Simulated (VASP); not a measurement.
# Li32S15 (a cell with a defect) in VASP: notebook, part 3 of 3

VASP 6.6.1. Earlier steps stand in the parts before.

## (5) Single point, PBEsol (atoms taken out, then relaxed in part)

INCAR reads:

```
SYSTEM = Li32S15
PREC = Accurate ; ENCUT = 650
EDIFF = 1E-6 ; ISMEAR = 0
SIGMA = 0.01 ; LREAL = Auto
LASPH = .TRUE. ; NELM = 120
ALGO = Normal ; ISIF = 2
LWAVE = .FALSE. ; LCHARG = .FALSE.
GGA = PS ; NELECT = 184.0
NBANDS = 122 ; GGA_COMPAT = .FALSE.
```

KPOINTS reads:

```
Automatic mesh
0
Gamma
  2 2 2
  0.5 0.5 0.5
```

POSCAR reads:

```
Li32S15
1.0
   -5.6548817418     -5.6548817418      5.6548817418
    5.6548817418     -5.6548817418     -5.6548817418
    5.6548817418      5.6548817418      5.6548817418
Li S
32 15
Direct
    0.2500000000      0.7552995061      0.7519874230
   -0.0052995061      0.7466879168     -0.0052995061
    0.5052995061      0.5000000000      0.7519874230
    0.2500000000      0.5000000000     -0.0391138636
   -0.0391138636      0.5000000000      0.2500000000
    0.7519874230      0.7552995061      0.2500000000
    0.5391138636      0.7891138636      0.5391138636
    0.0033120832     -0.0019874230      0.7480125770
    0.7480125770      0.2533120832      0.7480125770
    0.4966879168      0.2447004939     -0.0052995061
    0.2500000000      0.2108861364      0.2500000000
   -0.0052995061      0.2447004939      0.4966879168
    0.7519874230      0.5000000000      0.5052995061
    0.7480125770     -0.0019874230      0.0033120832
    0.5052995061      0.0019874230      0.2500000000
    0.2500000000      0.0019874230      0.5052995061
    0.2500000000      0.7891138636      0.2500000000
    0.0033120832      0.7552995061      0.5052995061
    0.5391138636      0.5000000000      0.2500000000
    0.2500000000      0.5000000000      0.5391138636
   -0.0052995061      0.5000000000      0.7480125770
    0.7519874230      0.7466879168      0.7519874230
    0.5052995061      0.7552995061      0.0033120832
   -0.0052995061     -0.0019874230      0.2500000000
    0.7480125770      0.2447004939      0.2500000000
    0.5052995061      0.2533120832      0.5052995061
    0.2500000000      0.2447004939      0.7480125770
   -0.0391138636      0.2108861364     -0.0391138636
    0.7480125770      0.5000000000     -0.0052995061
    0.7519874230      0.0019874230      0.4966879168
    0.4966879168      0.0019874230      0.7519874230
    0.2500000000     -0.0019874230     -0.0052995061
    0.0004507275      0.5000000000      0.4995492725
    0.4995492725      0.2504507275      0.2500000000
    0.2500000000      0.2504507275      0.4995492725
    0.0004507275      0.2504507275      0.7509014549
    0.7500000000      0.5000000000      0.7500000000
    0.4995492725      0.5000000000      0.0004507275
    1.0004507275      0.7495492725      0.2500000000
    0.7500000000      0.0000000000      0.2500000000
    0.4995492725     -0.0009014549      0.4995492725
    0.2500000000      0.0000000000      0.7500000000
    0.0004507275      0.0009014549      0.0004507275
    0.7509014549      0.2504507275      0.0004507275
    0.7490985451      0.7495492725      0.4995492725
    0.4995492725      0.7495492725      0.7490985451
    0.2500000000      0.7495492725      0.0004507275
```

Potentials or basis: VASP PAW PBE potentials, release 64 (Li_sv, S).

The run is started by

```console
cat potpaw_PBE.64/Li_sv/POTCAR potpaw_PBE.64/S/POTCAR > POTCAR
mpirun -np 1 vasp_std > vasp.out
```

OUTCAR:

```text
SYSTEM = Li32S15
   PREC = Accurate
   ENCUT = 650
   EDIFF = 1E-6
   ISMEAR = 0
   LREAL = Auto
   LASPH = .TRUE.
   NELM = 120
   ISIF = 2
   GGA = PS
   NELECT = 184.0

 ion  position               nearest neighbor table
   1  0.250  0.755  0.752-  42 2.40  47 2.45  46 2.47  33 2.47
   2  0.995  0.747  0.995-  37 2.40  43 2.45  39 2.47  47 2.47
   3  0.505  0.500  0.752-  37 2.40  38 2.45  46 2.47  35 2.47
   4  0.250  0.500  0.961-  38 2.34  47 2.34  36 2.34
   5  0.961  0.500  0.250-  33 2.34  39 2.34  44 2.34
   6  0.752  0.755  0.250-  40 2.40  39 2.45  45 2.47  38 2.47
   7  0.539  0.789  0.539-  41 2.34  45 2.34  46 2.34
   8  0.003  0.998  0.748-  42 2.40  45 2.45  36 2.47  43 2.47
   9  0.748  0.253  0.748-  37 2.40  41 2.45  36 2.47  44 2.47
  10  0.497  0.245  0.995-  42 2.40  44 2.45  34 2.47  38 2.47
  11  0.250  0.211  0.250-  34 2.34  35 2.34  43 2.34
  12  0.995  0.245  0.497-  40 2.40  36 2.45  33 2.47  35 2.47
  13  0.752  0.500  0.505-  37 2.40  33 2.45  45 2.47  34 2.47
  14  0.748  0.998  0.003-  40 2.40  46 2.45  44 2.47  43 2.47
  15  0.505  0.002  0.250-  40 2.40  34 2.45  41 2.47  47 2.47
  16  0.250  0.002  0.505-  42 2.40  35 2.45  41 2.47  39 2.47
  17  0.250  0.789  0.250-  39 2.34  47 2.34  41 2.34
[... 41 lines left out ...]
  46  0.500  0.750  0.749-  20 2.34   7 2.34  14 2.45  23 2.45   1 2.47   3 2.47  22 2.47  31 2.47

  47  0.250  0.750  0.000-   4 2.34  17 2.34   1 2.45  32 2.45  23 2.47   2 2.47  15 2.47  21 2.47

  LATTYP: Found a body centered cubic cell.
 ALAT       =    11.3097634836

  Lattice vectors:

 A1 = (  -5.6548817418,  -5.6548817418,   5.6548817418)
 A2 = (   5.6548817418,  -5.6548817418,  -5.6548817418)
 A3 = (   5.6548817418,   5.6548817418,   5.6548817418)

Analysis of symmetry for initial positions (statically):
=====================================================================
 Subroutine PRICEL returns:
 Original cell was already a primitive cell.

 Routine SETGRP: Setting up the symmetry group for a
 body centered cubic supercell.

 Subroutine GETGRP returns: Found 48 space group operations
 (whereof  4 operations were pure point group operations)
 out of a pool of 48 trial point group operations.

The static configuration has the point symmetry C_2v.
 The point group associated with its full space group is O_h .

Analysis of symmetry for dynamics (positions and initial velocities):
=====================================================================
 Subroutine PRICEL returns:
 Original cell was already a primitive cell.

 Routine SETGRP: Setting up the symmetry group for a
 body centered cubic supercell.

 Subroutine GETGRP returns: Found 48 space group operations
 (whereof  4 operations were pure point group operations)
 out of a pool of 48 trial point group operations.

The dynamic configuration has the point symmetry C_2v.
 The point group associated with its full space group is O_h .

 Subroutine INISYM returns: Found 48 space group operations
 (whereof  4 operations are pure point group operations),
 and found     1 'primitive' translations

----------------------------------------------------------------------------------------

                                     Primitive cell

  volume of cell :     723.3202

  direct lattice vectors                    reciprocal lattice vectors
    -5.654881742 -5.654881742  5.654881742     0.000000000 -0.088419179  0.088419179
     5.654881742 -5.654881742 -5.654881742     0.088419179 -0.088419179  0.000000000
[... 142 lines left out ...]
 SYSTEM =  Li32S15
   PREC   = accura    normal or accurate (medium, high low for compatibility)
   ISTART =      0    job   : 0-new  1-cont  2-samecut
   ICHARG =      2    charge: 1-file 2-atom 10-const
   ISPIN  =      1    spin polarized calculation?
   LNONCOLLINEAR =      F non collinear calculations
   LSORBIT =      F    spin-orbit coupling
   LASPH  =      T    aspherical Exc in radial PAW
   ENCUT  =  650.0 eV  47.77 Ry    6.91 a.u.  20.36 20.36 20.36*2*pi/ulx,y,z
   NELM   =    120;   NELMIN=  2; NELMDL= -5     # of ELM steps
   EDIFF  = 0.1E-05   stopping-criterion for ELM
   LREAL  =      T    real-space projection
   EDIFFG = 0.1E-04   stopping-criterion for IOM
   NSW    =      0    number of steps for IOM
   IBRION =     -1    ionic relax: 0-MD 1-quasi-New 2-CG
   NFREE  =      0    steps in history (QN), initial steepest desc. (CG)
   ISIF   =      2    stress and relaxation
   ISYM   =      2    0-nonsym 1-usesym 2-fastsym
   POTIM  = 0.5000    time-step for ionic-motion
   TEBEG  =    0.0;   TEEND  =   0.0 temperature during run
   PSTRESS=    0.0 pullay stress
   NELECT =     184.0000    total number of electrons
   NUPDOWN=      -1.0000    fix difference up-down
   EMIN   =  10.00;   EMAX   =-10.00  energy-range for DOS
   EFERMI =   0.00;   METHOD = LEGACY
   ISMEAR =     0;   SIGMA  =   0.01  broadening in eV -4-tet -1-fermi 0-gaus
   EFERMI_NEDOS =   21; number of points for ismear=-14 and -15
   IALGO  =     38    algorithm
   IMIX   =      4    mixing-type and parameters
     AMIX     =   0.40;   BMIX     =  1.00
     AMIX_MAG =   1.60;   BMIX_MAG =  1.00
  volume/ion in A,a.u.               =      15.39       103.86
  Fermi-wavevector in a.u.,A,eV,Ry     =   1.037299  1.960211 14.639719  1.075989
  Thomas-Fermi vector in A             =   2.171730
   LORBIT       =      0    0 simple, 1 ext, 2 COOP (PROOUT), +10 PAW based schemes
   GGA     = PS    functional components
   LHFCALC =     F    Hartree Fock is set to
   AEXX    =    0.0000 exact exchange contribution
   IVDW    =     0    specifies the selected vdW correction
   LEPSILON=     F    determine dielectric tensor
   LRPA    =     F    only Hartree local field effects (RPA)
 non-spin polarized calculation
 Gauss-broadening in eV      SIGMA  =   0.01
  energy-cutoff  :      650.00
  volume of cell :      723.32
 maximum number of plane-waves:     27236
 NGX is ok and might be reduce to    84
   NGX = 41   NGY = 41   NGZ = 41

 number of electron     183.9999974 magnetization

 Free energy of the ion-electron system (eV)
  ---------------------------------------------------
  ext. energy  EPLUGINS =         0.00000000
  ---------------------------------------------------
  free energy    TOTEN  =      -195.85775007 eV

  energy without entropy =     -195.85775007  energy(sigma->0) =     -195.85775007

 E-fermi :   1.2587     XC(G=0):  -8.4294

 val. band max:        1.0959183858   @ k =   0.2500   0.2500   0.2500
 cond. band min:       4.0047109413   @ k =  -0.2500   0.2500   0.2500
 fundamental gap:      2.9087925555
 Fermi energy:         1.2586639193

 k-point     1 :       0.2500    0.2500    0.2500
  band No.  band energies     occupation
      1     -42.2861      2.00000
      2     -42.2842      2.00000
      3     -42.2842      2.00000
      4     -42.2842      2.00000
      5     -42.2824      2.00000
      6     -42.2824      2.00000
[... 96 lines left out ...]
    103       6.3132      0.00000
    104       6.6955      0.00000

 k-point     2 :      -0.2500    0.2500    0.2500
  band No.  band energies     occupation
      1     -42.2860      2.00000
      2     -42.2842      2.00000
      3     -42.2842      2.00000
      4     -42.2842      2.00000
      5     -42.2824      2.00000
      6     -42.2824      2.00000
[... 96 lines left out ...]
    103       7.0630      0.00000
    104       7.1997      0.00000
 [bands above 104 left out]

------------------------ aborting loop because EDIFF is reached ----------------------------------------

  FORCE on cell =-STRESS in cart. coord.  units (eV):
  Direction    XX          YY          ZZ          XY          YZ          ZX
  --------------------------------------------------------------------------------------
  -------------------------------------------------------------------------------------
  Total       -7.9182769     -7.9182769     -7.9182769     -0.0000000      0.0000000      0.0000000
  in kB      -17.5392369    -17.5392369    -17.5392369     -0.0000000      0.0000000      0.0000000
  external PRESSURE =     -17.5392369 kB  Pullay stress =       0.0000000 kB

 VOLUME and BASIS-vectors are now :
 -----------------------------------------------------------------------------
  energy-cutoff  :      650.00
  volume of cell :      723.32
      direct lattice vectors                 reciprocal lattice vectors
    -5.654881742 -5.654881742  5.654881742     0.000000000 -0.088419179  0.088419179
     5.654881742 -5.654881742 -5.654881742     0.088419179 -0.088419179  0.000000000
     5.654881742  5.654881742  5.654881742     0.088419179  0.000000000  0.088419179

 POSITION                                       TOTAL-FORCE (eV/Angst)
 -----------------------------------------------------------------------------------
      7.10981     -1.43245      1.39499        -0.007416      0.020242      0.020242
      4.22243     -4.22243      7.02740         0.020242     -0.020242      0.007416
      4.22243     -1.43245      4.28237         0.020242      0.020242     -0.007416
      6.84742      1.19254      4.01998        -0.002094     -0.002094     -0.002094
     -1.19254     -6.84742      4.01998         0.002094      0.002094     -0.002094
      1.43245     -7.10981      1.39499        -0.020242      0.007416      0.020242
[... 39 lines left out ...]
      5.64978     -2.82744      2.82234         0.016642      0.000000      0.016642
      2.82744     -5.64978     -2.82234         0.000000     -0.016642     -0.016642
 -----------------------------------------------------------------------------------
    total drift:                               -0.000006      0.000006      0.000012

  FREE ENERGIE OF THE ION-ELECTRON SYSTEM (eV)
  ---------------------------------------------------
  free  energy   TOTEN  =      -195.8577500718 eV

  energy  without entropy=     -195.8577500718  energy(sigma->0) =     -195.85775007
```

Wall time 19 min (1 thread of Intel Xeon 8259CL, shared host); peak memory 1.1 GiB.

What came out:

| Item | Value |
| --- | --- |
| Free energy | -195.8578 eV |
| Largest force | 0.030 eV/Å |

Forces in eV/Å, atoms in the order of the input:
```
Li  -0.007  0.020  0.020
Li   0.020 -0.020  0.007
Li   0.020  0.020 -0.007
Li  -0.002 -0.002 -0.002
Li   0.002  0.002 -0.002
Li  -0.020  0.007  0.020
Li   0.002 -0.002  0.002
Li   0.007  0.020 -0.020
Li  -0.020  0.020  0.007
Li   0.007 -0.020  0.020
Li  -0.002  0.002  0.002
Li   0.020 -0.007  0.020
Li  -0.020 -0.020 -0.007
Li  -0.020 -0.007 -0.020
Li   0.020  0.007 -0.020
Li  -0.007 -0.020 -0.020
Li   0.002 -0.002 -0.002
Li  -0.007  0.020 -0.020
Li  -0.002 -0.002  0.002
Li   0.002  0.002  0.002
Li  -0.020 -0.020  0.007
Li   0.020 -0.020 -0.007
Li  -0.020  0.007 -0.020
Li  -0.020 -0.007  0.020
Li   0.020 -0.007 -0.020
Li  -0.020  0.020 -0.007
Li   0.007 -0.020 -0.020
Li  -0.002  0.002 -0.002
Li   0.020  0.020  0.007
Li   0.020  0.007  0.020
Li  -0.007 -0.020  0.020
Li   0.007  0.020  0.020
S    0.017  0.017  0.000
S   -0.017  0.000  0.017
S    0.000  0.017  0.017
S   -0.017  0.000 -0.017
S    0.000  0.000  0.000
S   -0.017 -0.017  0.000
S    0.017  0.000 -0.017
S    0.000  0.000  0.000
S    0.017 -0.017  0.000
S    0.000  0.000  0.000
S   -0.017  0.017  0.000
S    0.000  0.017 -0.017
S    0.000 -0.017  0.017
S    0.017  0.000  0.017
S    0.000 -0.017 -0.017
```

Caveat: the cell carries a net charge on a neutralising background, which shifts energy and pressure; the cell differs from its parent crystal (atoms taken out, then relaxed in part); the cell is charged against a uniform background, so pressure and absolute levels hang on convention; the PAW data sets were made with another functional, which shifts forces and pressure a little.

## (6) Single point, PBEsol, collinear spin (atoms taken out, then relaxed in part)

INCAR reads:

```
SYSTEM = Li32S15
PREC = Accurate
ENCUT = 650
EDIFF = 1E-6
ISMEAR = 0
SIGMA = 0.01
LREAL = Auto
LASPH = .TRUE.
NELM = 200
ALGO = Normal
ISIF = 2
LWAVE = .FALSE.
LCHARG = .TRUE.
ISPIN = 2
MAGMOM = 0 0 0 0.125 0.125 0 0.125 0 0 0 0.125 0 0 0 0 0 0.125 0 0.125 0.125 0 0 0 0 0 0 0 0.125 0 0 0 0 0 0 0 0 0 0 0 0 0 0 0 0 0 0 0
LORBIT = 11
GGA = PS
LVHAR = .TRUE.
NELECT = 187.0
NBANDS = 126
GGA_COMPAT = .FALSE.
KPAR = 2
NCORE = 2
```

KPOINTS is that of step 5.

POSCAR reads:

```
Li32S15
1.0
   -5.6548817418     -5.6548817418      5.6548817418
    5.6548817418     -5.6548817418     -5.6548817418
    5.6548817418      5.6548817418      5.6548817418
Li S
32 15
Direct
    0.2500000000      0.7509397322      0.7495022183
   -0.0009397322      0.7485624861     -0.0009397322
    0.5009397322      0.5000000000      0.7495022183
    0.2500000000      0.5000000000      0.0014091852
    0.0014091852      0.5000000000      0.2500000000
    0.7495022183      0.7509397322      0.2500000000
    0.4985908148      0.7485908148      0.4985908148
    0.0014375139      0.0004977817      0.7504977817
    0.7504977817      0.2514375139      0.7504977817
    0.4985624861      0.2490602678     -0.0009397322
    0.2500000000      0.2514091852      0.2500000000
   -0.0009397322      0.2490602678      0.4985624861
    0.7495022183      0.5000000000      0.5009397322
    0.7504977817      0.0004977817      0.0014375139
    0.5009397322     -0.0004977817      0.2500000000
    0.2500000000     -0.0004977817      0.5009397322
    0.2500000000      0.7485908148      0.2500000000
    0.0014375139      0.7509397322      0.5009397322
    0.4985908148      0.5000000000      0.2500000000
    0.2500000000      0.5000000000      0.4985908148
   -0.0009397322      0.5000000000      0.7504977817
    0.7495022183      0.7485624861      0.7495022183
    0.5009397322      0.7509397322      0.0014375139
   -0.0009397322      0.0004977817      0.2500000000
    0.7504977817      0.2490602678      0.2500000000
    0.5009397322      0.2514375139      0.5009397322
    0.2500000000      0.2490602678      0.7504977817
    0.0014091852      0.2514091852      0.0014091852
    0.7504977817      0.5000000000     -0.0009397322
    0.7495022183     -0.0004977817      0.4985624861
    0.4985624861     -0.0004977817      0.7495022183
    0.2500000000      0.0004977817     -0.0009397322
    0.0000395785      0.5000000000      0.4999604215
    0.4999604215      0.2500395785      0.2500000000
    0.2500000000      0.2500395785      0.4999604215
    0.0000395785      0.2500395785      0.7500791570
    0.7500000000      0.5000000000      0.7500000000
    0.4999604215      0.5000000000      0.0000395785
    1.0000395785      0.7499604215      0.2500000000
    0.7500000000      0.0000000000      0.2500000000
    0.4999604215     -0.0000791570      0.4999604215
    0.2500000000      0.0000000000      0.7500000000
    0.0000395785      0.0000791570      0.0000395785
    0.7500791570      0.2500395785      0.0000395785
    0.7499208430      0.7499604215      0.4999604215
    0.4999604215      0.7499604215      0.7499208430
    0.2500000000      0.7499604215      0.0000395785
```

Potentials or basis: VASP PAW PBE potentials, release 64 (Li_sv, S).

The run is started by

```console
cat potpaw_PBE.64/Li_sv/POTCAR potpaw_PBE.64/S/POTCAR > POTCAR
mpirun -np 4 vasp_std > vasp.out
```

Run time: 6.2 min. Hardware: 4 MPI ranks of AMD EPYC 7R13 (Zen 3), shared host; peak memory 0.95 GiB.

The run converged. Its results:

- Free energy: -184.1110 eV
- Largest force: 0.011 eV/Å
- Net moment: 0.50 μB per cell
- Valence electrons inside the program's atomic spheres: Li 2.09; S 3.77, 3.78 (each value once)

Forces on the atoms (eV/Å):
```
Li  -0.003  0.001  0.001
Li   0.001 -0.001  0.003
Li   0.001  0.001 -0.003
Li   0.004  0.004  0.004
Li  -0.004 -0.004  0.004
Li  -0.001  0.003  0.001
Li  -0.004  0.004 -0.004
Li   0.003  0.001 -0.001
Li  -0.001  0.001  0.003
Li   0.003 -0.001  0.001
Li   0.004 -0.004 -0.004
Li   0.001 -0.003  0.001
Li  -0.001 -0.001 -0.003
Li  -0.001 -0.003 -0.001
Li   0.001  0.003 -0.001
Li  -0.003 -0.001 -0.001
Li  -0.004  0.004  0.004
Li  -0.003  0.001 -0.001
Li   0.004  0.004 -0.004
Li  -0.004 -0.004 -0.004
Li  -0.001 -0.001  0.003
Li   0.001 -0.001 -0.003
Li  -0.001  0.003 -0.001
Li  -0.001 -0.003  0.001
Li   0.001 -0.003 -0.001
Li  -0.001  0.001 -0.003
Li   0.003 -0.001 -0.001
Li   0.004 -0.004  0.004
Li   0.001  0.001  0.003
Li   0.001  0.003  0.001
Li  -0.003 -0.001  0.001
Li   0.003  0.001  0.001
S    0.008  0.008  0.000
S   -0.008  0.000  0.008
S    0.000  0.008  0.008
S   -0.008  0.000 -0.008
S    0.000  0.000  0.000
S   -0.008 -0.008  0.000
S    0.008  0.000 -0.008
S    0.000  0.000  0.000
S    0.008 -0.008  0.000
S    0.000  0.000  0.000
S   -0.008  0.008  0.000
S    0.000  0.008 -0.008
S    0.000 -0.008  0.008
S    0.008  0.000  0.008
S    0.000 -0.008 -0.008
```

Levels at points of the mesh, in eV from the Fermi level:
Spin up:
| k point | band 91 | band 92 | band 93 | band 94 | band 95 | band 96 |
| --- | --- | --- | --- | --- | --- | --- |
| (0.25, 0.25, 0.25) | -3.95 | -3.95 | -1.70 | 0.46 | 0.46 | 0.46 |
Spin down:
```
           k point  band 89  band 90  band 91  band 92  band 93  band 94  band 95  band 96  band 97  band 98
(0.25, 0.25, 0.25)    -3.95    -3.95    -3.95    -3.95    -1.65     0.55     0.55     0.55     1.16     1.16
```

Caveat: the k points lie up to 0.39 Å⁻¹ apart; the cell carries a net charge on a neutralising background, which shifts energy and pressure; the cell differs from its parent crystal (atoms taken out, then relaxed in part); the cell is charged against a uniform background, so pressure and absolute levels hang on convention; the PAW data sets were made with another functional, which shifts forces and pressure a little.
